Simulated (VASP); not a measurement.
Here is a VASP 6.6.1 calculation.

File POSCAR:

```
Cs
1.0
   -3.1355373133      3.1355373133      3.1355373133
    3.1355373133     -3.1355373133      3.1355373133
    3.1355373133      3.1355373133     -3.1355373133
Cs
1
Direct
    0.0000000000      0.0000000000      0.0000000000
```

File INCAR.step1:

```
SYSTEM = Cs
PREC = Accurate ; ENCUT = 520
ISMEAR = -1 ; SIGMA = 0.05
LREAL = .FALSE. ; LASPH = .TRUE.
NELM = 60 ; NBANDS = 10
GGA = PE ; ALGO = Normal
EDIFF = 1E-4 ; LWAVE = .TRUE.
LCHARG = .FALSE.
```

INCAR.step2

```
SYSTEM = Cs
PREC = Accurate ; ENCUT = 520
EDIFF = 1E-7 ; ISMEAR = -1
SIGMA = 0.05 ; LREAL = .FALSE.
LASPH = .TRUE. ; NELM = 60
ALGO = Normal ; ISIF = 2
LWAVE = .FALSE. ; LCHARG = .FALSE.
METAGGA = R2SCAN ; LMIXTAU = .TRUE.
NBANDS = 10 ; ISTART = 1
```

The input KPOINTS:

```
regular mesh
0
G
  12 12 12
  0 0 0
```

Potentials or basis: VASP PAW PBE potentials, release 64 (Cs_sv).

Launch:

```bash
$ cat potpaw_PBE.64/Cs_sv/POTCAR > POTCAR
$ cp INCAR.step1 INCAR
$ mpirun -np 1 vasp_std > vasp.out
$ cp INCAR.step2 INCAR
$ mpirun -np 1 vasp_std > vasp.out
```

**Question.** Predict the pressure.

**Answer.** 0.0 GPa.

**Question.** What does it give for the band gap on the k mesh?

**Answer.** Zero (an odd number of electrons rules out a gap without spin polarisation).

Caveat: the PAW data sets were made with another functional, which shifts forces and pressure a little; spin-orbit coupling is left out, which moves the levels of the heavy elements.
